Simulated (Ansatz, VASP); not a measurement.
Two plane-wave programs on WSe

```
CELL_PARAMETERS angstrom
0.00000 2.79233 2.79233
2.79233 0.00000 2.79233
2.79233 2.79233 0.00000
ATOMIC_POSITIONS crystal
W 0.00000 0.00000 0.00000
Se 0.25000 0.25000 0.25000
```

Alike in both runs: functional PBEsol; k mesh 14 × 14 × 14; occupations gaussian, width 0.1 eV; collinear spin.

Ansatz relaxed the structure, and its values are those at the end. VASP's run is a single point on that final structure, the one shown.

|  | VASP | Ansatz |
| --- | --- | --- |
| version | VASP 6.6.1 | Ansatz 0.2.0 |
| potentials or method | VASP PAW PBE potentials, release 64 (W_sv, Se), cutoff 520 eV | scalar-relativistic, plane waves, PAW |
| valence electrons in the cell | 20 | 30 |

```csv
,VASP,Ansatz,Ansatz less VASP
gap on the k mesh at the Fermi level (eV),none,none,-
pressure (GPa),0.4,0.0,-0.40
net moment per atom (μB),0.00,0.00,0.000
```

VASP's potentials were made for PBE, not for PBEsol. A gap of «none» marks a metal or a gap that the smearing closes. VASP's potentials hold 20 valence electrons a cell and Ansatz's 30, so a difference there can come from the potentials and not from the codes. Ansatz's warnings: seeded moment not kept.

Spin-orbit coupling is off throughout.
